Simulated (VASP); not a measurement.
A run of VASP 6.6.1 is set up as follows.

File INCAR:

```
PREC = Accurate
ENCUT = 600
EDIFF = 1E-6
ISMEAR = 0
SIGMA = 0.1
LREAL = F
LASPH = T
NELM = 120
ALGO = Normal
ISIF = 2
LWAVE = F
LCHARG = T
GGA = PS
LELF = T
LVHAR = T
NBANDS = 22
GGA_COMPAT = F
```

KPOINTS

```
Automatic mesh
0
Gamma
  18 18 6
```

Contents of POSCAR:

```
Re
1.0
    2.6936590693      0.0000000000      0.0000000000
   -1.3468295346      2.3327771831      0.0000000000
    0.0000000000      0.0000000000      8.9720082755
Re
4
Direct
    0.0000000000      0.0000000000      0.0000000000
    0.3333333300      0.6666666700      0.2500000000
    0.0000000000      0.0000000000      0.5000000000
    0.6666666700      0.3333333300      0.7500000000
```

Potentials or basis: VASP PAW PBE potentials, release 64 (Re).

Launch:

```bash
$ cat potpaw_PBE.64/Re/POTCAR > POTCAR
$ mpirun -np 1 vasp_std > vasp.out
```

Question: What does it give for the band gap on the k mesh?

Answer: Zero (bands 14 and 15 overlap by 2.72 eV).

Question: What does it give for the pressure?

Answer: 14.2 GPa.

Stress tensor (GPa, compression positive):
```
20.72  0.00  0.00
 0.00 20.72  0.00
 0.00  0.00  1.24
```

Caveat: the cell differs from its parent crystal (strained); the stress differs along the axes, from 1 to 21 GPa; the PAW data sets were made with another functional, which shifts forces and pressure a little; spin-orbit coupling is left out, which moves the levels of the heavy elements.
